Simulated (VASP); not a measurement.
K, 5 atoms in the cell. It takes space group P4/mmm (No. 123, tetragonal). Conventional cell: a = 4.748 Å, b = 4.748 Å, c = 8.014 Å, α = 90.00°, β = 90.00°, γ = 90.00°. Within 4.2 Å of K (site symmetry 2mm) lie 7 K at 3.22 to 3.37 Å. K (site symmetry 4/mmm) has 8 K at 3.37 Å within 4.4 Å. 

```yaml
Program: VASP 6.6.1
Task: single point
Functional: PBEsol
Potentials_or_basis: VASP PAW PBE potentials, release 64 (K_sv)
Cutoff: 520 eV
k_mesh: 8 × 8 × 4
Occupations: gaussian, width 0.1 eV
Spin: no spin polarisation
Dipole_correction: no
Further_INCAR_settings: ALGO = Fast; EDIFF = 1e-07; NBANDS = 30
```

Potentials or basis: VASP PAW PBE potentials, release 64 (K_sv).

Launch:

```bash
$ cat potpaw_PBE.64/K_sv/POTCAR > POTCAR
$ mpirun -np 1 vasp_std > vasp.out
```

Hardware: 1 thread of Intel(R) Xeon(R) 6975P-C (Granite Rapids), with other jobs on the host.

Estimate the wall time of this run.

It took 3.2 min on 1 thread of Intel(R) Xeon(R) 6975P-C (Granite Rapids) (shared host), peak memory 0.34 GiB. Counts: scf iterations 24, k points 45.
